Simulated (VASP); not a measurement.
# NaF (P6_3/mmc) in VASP: further runs

NaF is run at these levels: PBE; tasks: single point.

All numbers are computed with VASP 6.6.1; they aren't measurements. Logs are shortened: lines on timing, memory, paths and dates and some standing lists are left out, and cuts for length are marked.

## 1. The cell of the first run

It takes space group P6_3/mmc (No. 194, hexagonal). The conventional cell has a = 3.860 Å, b = 3.860 Å, c = 4.561 Å, α = 90.00°, β = 90.00°, γ = 120.00°. Na (site symmetry -6m2) has 5 F at 2.23 to 2.28 Å within 2.9 Å. Within 2.9 Å of F (site symmetry -6m2) lie 5 Na at 2.23 to 2.28 Å.

## 2. Single point, PBE (volume changed by -6%)

Contents of INCAR:

```
SYSTEM = NaF
  PREC = Accurate
  ENCUT = 520
  EDIFF = 1E-6
  ISMEAR = 0
  SIGMA = 0.01
  LREAL = .False.
  LASPH = .True.
  NELM = 80
  ALGO = Normal
  ISIF = 2
  LWAVE = .False.
  LCHARG = .False.
  GGA = PE
  NBANDS = 22
```

Contents of KPOINTS:

```
regular mesh
0
Gamma
  6 6 4
  0 0 0
```

Contents of POSCAR:

```
NaF
1.0
    3.8600600560      0.0000000000      0.0000000000
   -1.9300300280      3.3429100686      0.0000000000
    0.0000000000      0.0000000000      4.5612836690
Na F
2 2
Direct
    0.3333333333      0.6666666667      0.2500000000
    0.6666666667      0.3333333333      0.7500000000
    0.6666666667      0.3333333333      0.2500000000
    0.3333333333      0.6666666667      0.7500000000
```

Potentials or basis: VASP PAW PBE potentials, release 64 (Na_pv, F).

On the command line:

```sh
cat potpaw_PBE.64/Na_pv/POTCAR potpaw_PBE.64/F/POTCAR > POTCAR
mpirun -np 1 vasp_std > vasp.out
```

OUTCAR:

```text
SYSTEM = NaF
   PREC = Accurate
   ENCUT = 520
   EDIFF = 1E-6
   ISMEAR = 0
   LREAL = .False.
   LASPH = .True.
   NELM = 80
   ISIF = 2
   GGA = PE

 ion  position               nearest neighbor table
   1  0.333  0.667  0.250-   3 2.23   3 2.23   3 2.23   4 2.28   4 2.28
   2  0.667  0.333  0.750-   4 2.23   4 2.23   4 2.23   3 2.28   3 2.28
   3  0.667  0.333  0.250-   1 2.23   1 2.23   1 2.23   2 2.28   2 2.28
   4  0.333  0.667  0.750-   2 2.23   2 2.23   2 2.23   1 2.28   1 2.28

  LATTYP: Found a hexagonal cell.
 ALAT       =     3.8600600560
 C/A-ratio  =     1.1816613221

  Lattice vectors:

 A1 = (   3.8600600560,   0.0000000000,   0.0000000000)
 A2 = (  -1.9300300280,   3.3429100686,   0.0000000000)
 A3 = (   0.0000000000,   0.0000000000,   4.5612836690)

Analysis of symmetry for initial positions (statically):
=====================================================================
 Subroutine PRICEL returns:
 Original cell was already a primitive cell.

 Routine SETGRP: Setting up the symmetry group for a
 hexagonal supercell.

 Subroutine GETGRP returns: Found 24 space group operations
 (whereof 12 operations were pure point group operations)
 out of a pool of 24 trial point group operations.

The static configuration has the point symmetry D_3d.
 The point group associated with its full space group is D_6h.

Analysis of symmetry for dynamics (positions and initial velocities):
=====================================================================
 Subroutine PRICEL returns:
 Original cell was already a primitive cell.

 Routine SETGRP: Setting up the symmetry group for a
 hexagonal supercell.

 Subroutine GETGRP returns: Found 24 space group operations
 (whereof 12 operations were pure point group operations)
 out of a pool of 24 trial point group operations.

The dynamic configuration has the point symmetry D_3d.
 The point group associated with its full space group is D_6h.

 Subroutine INISYM returns: Found 24 space group operations
 (whereof 12 operations are pure point group operations),
 and found     1 'primitive' translations

----------------------------------------------------------------------------------------

                                     Primitive cell

  volume of cell :      58.8580

  direct lattice vectors                    reciprocal lattice vectors
     3.860060056  0.000000000  0.000000000     0.259063327  0.149570282  0.000000000
    -1.930030028  3.342910069  0.000000000     0.000000000  0.299140563  0.000000000
     0.000000000  0.000000000  4.561283669     0.000000000  0.000000000  0.219236529

  length of vectors
     3.860060056  3.860060056  4.561283669     0.299140563  0.299140563  0.219236529

  position of ions in fractional coordinates (direct lattice)
     0.333333333  0.666666667  0.250000000
     0.666666667  0.333333333  0.750000000
     0.666666667  0.333333333  0.250000000
     0.333333333  0.666666667  0.750000000

  ion indices of the primitive-cell ions
   primitive index   ion index
                 1           1
                 2           2
                 3           3
                 4           4

----------------------------------------------------------------------------------------

 KPOINTS: regular mesh

Automatic generation of k-mesh.
 Grid dimensions read from file:
 generate k-points for:    6    6    4

 Generating k-lattice:

  Cartesian coordinates                     Fractional coordinates (reciprocal lattice)
     0.043177221  0.024928380  0.000000000     0.166666667  0.000000000  0.000000000
     0.000000000  0.049856761  0.000000000     0.000000000  0.166666667  0.000000000
     0.000000000  0.000000000  0.054809132     0.000000000  0.000000000  0.250000000

  Length of vectors
     0.049856761  0.049856761  0.054809132

  Shift w.r.t. Gamma in fractional coordinates (k-lattice)
     0.000000000  0.000000000  0.000000000

 Subroutine IBZKPT returns following result:
 ===========================================

 Found     21 irreducible k-points:

 Following reciprocal coordinates:
            Coordinates               Weight
  0.000000  0.000000  0.000000      1.000000
  0.166667 -0.000000  0.000000      6.000000
  0.333333 -0.000000  0.000000      6.000000
  0.500000 -0.000000  0.000000      3.000000
  0.166667  0.166667  0.000000      6.000000
  0.333333  0.166667  0.000000     12.000000
[... 13 lines left out ...]
  0.333333  0.166667  0.500000     12.000000
  0.333333  0.333333  0.500000      2.000000
   k-points           NKPTS =     21   k-points in BZ     NKDIM =     21   number of bands    NBANDS=     22
   number of dos      NEDOS =    301   number of ions     NIONS =      4
   total plane-waves  NPLWV =  32400
   dimension x,y,z NGX =    30 NGY =   30 NGZ =   36
   dimension x,y,z NGXF=    60 NGYF=   60 NGZF=   72
   ions per type =               2   2
   NGX,Y,Z   is equivalent  to a cutoff of  12.92, 12.92, 13.12 a.u.
   NGXF,Y,Z  is equivalent  to a cutoff of  25.84, 25.84, 26.24 a.u.
 SYSTEM =  NaF
   PREC   = accura    normal or accurate (medium, high low for compatibility)
   ISTART =      0    job   : 0-new  1-cont  2-samecut
   ICHARG =      2    charge: 1-file 2-atom 10-const
   ISPIN  =      1    spin polarized calculation?
   LNONCOLLINEAR =      F non collinear calculations
   LSORBIT =      F    spin-orbit coupling
   LASPH  =      T    aspherical Exc in radial PAW
   ENCUT  =  520.0 eV  38.22 Ry    6.18 a.u.   7.18  7.18  8.48*2*pi/ulx,y,z
   NELM   =     80;   NELMIN=  2; NELMDL= -5     # of ELM steps
   EDIFF  = 0.1E-05   stopping-criterion for ELM
   LREAL  =      F    real-space projection
   EDIFFG = 0.1E-04   stopping-criterion for IOM
   NSW    =      0    number of steps for IOM
   IBRION =     -1    ionic relax: 0-MD 1-quasi-New 2-CG
   NFREE  =      0    steps in history (QN), initial steepest desc. (CG)
   ISIF   =      2    stress and relaxation
   ISYM   =      2    0-nonsym 1-usesym 2-fastsym
   POTIM  = 0.5000    time-step for ionic-motion
   TEBEG  =    0.0;   TEEND  =   0.0 temperature during run
   PSTRESS=    0.0 pullay stress
   NELECT =      28.0000    total number of electrons
   NUPDOWN=      -1.0000    fix difference up-down
   EMIN   =  10.00;   EMAX   =-10.00  energy-range for DOS
   EFERMI =   0.00;   METHOD = LEGACY
   ISMEAR =     0;   SIGMA  =   0.01  broadening in eV -4-tet -1-fermi 0-gaus
   EFERMI_NEDOS =   21; number of points for ismear=-14 and -15
   IALGO  =     38    algorithm
   IMIX   =      4    mixing-type and parameters
     AMIX     =   0.40;   BMIX     =  1.00
     AMIX_MAG =   1.60;   BMIX_MAG =  1.00
  volume/ion in A,a.u.               =      14.71        99.30
  Fermi-wavevector in a.u.,A,eV,Ry     =   1.277984  2.415040 22.221636  1.633244
  Thomas-Fermi vector in A             =   2.410553
   LORBIT       =      0    0 simple, 1 ext, 2 COOP (PROOUT), +10 PAW based schemes
   GGA     = PE    functional components
   LHFCALC =     F    Hartree Fock is set to
   AEXX    =    0.0000 exact exchange contribution
   IVDW    =     0    specifies the selected vdW correction
   LEPSILON=     F    determine dielectric tensor
   LRPA    =     F    only Hartree local field effects (RPA)
 non-spin polarized calculation
 Gauss-broadening in eV      SIGMA  =   0.01
  energy-cutoff  :      520.00
  volume of cell :       58.86
 maximum number of plane-waves:      1605
 NGX is ok and might be reduce to    30
   NGX = 15   NGY = 15   NGZ = 17

 number of electron      27.9999993 magnetization

 Free energy of the ion-electron system (eV)
  ---------------------------------------------------
  ext. energy  EPLUGINS =         0.00000000
  ---------------------------------------------------
  free energy    TOTEN  =       -16.96314135 eV

  energy without entropy =      -16.96314135  energy(sigma->0) =      -16.96314135

 E-fermi :  -2.7305     XC(G=0):  -8.1635

 val. band max:       -2.7851473164   @ k =   0.0000   0.0000   0.0000
 cond. band min:       2.8982232183   @ k =   0.0000   0.0000   0.0000
 fundamental gap:      5.6833705347
 Fermi energy:        -2.7304551237

 k-point     1 :       0.0000    0.0000    0.0000
  band No.  band energies     occupation
      1     -21.9117      2.00000
      2     -21.8741      2.00000
      3     -21.8260      2.00000
      4     -21.8260      2.00000
      5     -21.7758      2.00000
      6     -21.7758      2.00000
[... 14 lines left out ...]
     21      15.4565      0.00000
     22      15.7042      0.00000

 k-point     2 :       0.1667   -0.0000    0.0000
  band No.  band energies     occupation
      1     -22.1388      2.00000
      2     -22.0605      2.00000
      3     -21.8650      2.00000
      4     -21.8312      2.00000
      5     -21.7752      2.00000
      6     -21.7420      2.00000
[... 14 lines left out ...]
     21      14.7002      0.00000
     22      14.9308      0.00000

 k-point     3 :       0.3333   -0.0000    0.0000
  band No.  band energies     occupation
      1     -22.3279      2.00000
      2     -22.2811      2.00000
      3     -21.8420      2.00000
      4     -21.8408      2.00000
      5     -21.7747      2.00000
      6     -21.7617      2.00000
[... 14 lines left out ...]
     21      13.3698      0.00000
     22      13.9388      0.00000
[... 401 lines left out ...]
 k-point    20 :       0.3333    0.1667    0.5000
  band No.  band energies     occupation
      1     -22.5715      2.00000
      2     -22.5715      2.00000
      3     -21.8152      2.00000
      4     -21.8152      2.00000
      5     -21.7487      2.00000
      6     -21.7487      2.00000
[... 14 lines left out ...]
     21      16.0737      0.00000
     22      16.0737      0.00000

 k-point    21 :       0.3333    0.3333    0.5000
  band No.  band energies     occupation
      1     -22.5956      2.00000
      2     -22.5956      2.00000
      3     -21.8215      2.00000
      4     -21.8215      2.00000
      5     -21.7443      2.00000
      6     -21.7443      2.00000
[... 14 lines left out ...]
     21      17.2294      0.00000
     22      17.2294      0.00000

------------------------ aborting loop because EDIFF is reached ----------------------------------------

  FORCE on cell =-STRESS in cart. coord.  units (eV):
  Direction    XX          YY          ZZ          XY          YZ          ZX
  --------------------------------------------------------------------------------------
  -------------------------------------------------------------------------------------
  Total        0.9102319      0.9102319      1.0231372      0.0000000     -0.0000000      0.0000000
  in kB       24.7774618     24.7774618     27.8508605      0.0000000     -0.0000000      0.0000000
  external PRESSURE =      25.8019281 kB  Pullay stress =       0.0000000 kB

 VOLUME and BASIS-vectors are now :
 -----------------------------------------------------------------------------
  energy-cutoff  :      520.00
  volume of cell :       58.86
      direct lattice vectors                 reciprocal lattice vectors
     3.860060056  0.000000000  0.000000000     0.259063327  0.149570282  0.000000000
    -1.930030028  3.342910069  0.000000000     0.000000000  0.299140563  0.000000000
     0.000000000  0.000000000  4.561283669     0.000000000  0.000000000  0.219236529

 POSITION                                       TOTAL-FORCE (eV/Angst)
 -----------------------------------------------------------------------------------
     -0.00000      2.22861      1.14032        -0.000000      0.000000      0.000000
      1.93003      1.11430      3.42096         0.000000     -0.000000      0.000000
      1.93003      1.11430      1.14032         0.000000     -0.000000      0.000000
     -0.00000      2.22861      3.42096        -0.000000     -0.000000      0.000000
 -----------------------------------------------------------------------------------
    total drift:                               -0.000000      0.000000     -0.000000

  FREE ENERGIE OF THE ION-ELECTRON SYSTEM (eV)
  ---------------------------------------------------
  free  energy   TOTEN  =       -16.9631413532 eV

  energy  without entropy=      -16.9631413532  energy(sigma->0) =      -16.96314135
```

Run time: 29 s. Hardware: 1 thread of Intel Xeon Platinum 8375C at 2.90GHz (Ice Lake), shared host; peak memory 0.17 GiB.

Results:

```
Free energy            : -16.9631 eV
Pressure               : 2.6 GPa
Band gap on the k mesh : 5.68 eV, direct
```

## 3. Single point, PBE (volume changed by -3%)

Contents of INCAR:

```
  PREC = Accurate
  ENCUT = 520
  EDIFF = 1E-7
  ISMEAR = 0
  SIGMA = 0.01
  LREAL = F
  LASPH = T
  NELM = 100
  ALGO = Normal
  ISIF = 2
  LWAVE = F
  LCHARG = F
  GGA = PE
  NBANDS = 22
```

Contents of KPOINTS:

```
Automatic mesh
0
Gamma
  6 6 4
```

Contents of POSCAR:

```
NaF
1.0
    3.9006952533      0.0000000000      0.0000000000
   -1.9503476266      3.3781011817      0.0000000000
    0.0000000000      0.0000000000      4.6093007099
Na F
2 2
Direct
    0.3333333333      0.6666666667      0.2500000000
    0.6666666667      0.3333333333      0.7500000000
    0.6666666667      0.3333333333      0.2500000000
    0.3333333333      0.6666666667      0.7500000000
```

Potentials or basis: VASP PAW PBE potentials, release 64 (Na_pv, F).

On the command line:

```sh
cat potpaw_PBE.64/Na_pv/POTCAR potpaw_PBE.64/F/POTCAR > POTCAR
mpirun -np 1 vasp_std > vasp.out
```

Run time: 26 s. Hardware: 1 thread of Intel Xeon Platinum 8375C at 2.90GHz (Ice Lake), shared host; peak memory 0.17 GiB.

Results (log left out):

- Free energy: -16.9873 eV
- Pressure: 1.1 GPa
- Band gap on the k mesh: 5.58 eV, direct

Stress tensor (GPa, compression positive):
```
1.11 0.00 0.00
0.00 1.11 0.00
0.00 0.00 1.21
```

Levels at points of the mesh, in eV from the valence-band top:
```tsv
k point	band 11	band 12	band 13	band 14	band 15	band 16	band 17	band 18
(0.00, 0.00, 0.00)	-0.57	-0.28	-0.28	0.00	5.58	12.62	12.74	15.33
(0.50, 0.00, 0.00)	-0.69	-0.60	-0.35	-0.17	8.73	10.18	12.76	14.85
(0.00, 0.00, 0.50)	-0.43	-0.43	-0.43	-0.43	7.84	7.84	16.24	16.24
(0.50, 0.00, 0.50)	-0.46	-0.46	-0.25	-0.25	9.78	9.78	12.19	12.19
```

[end of part 1 of 3]
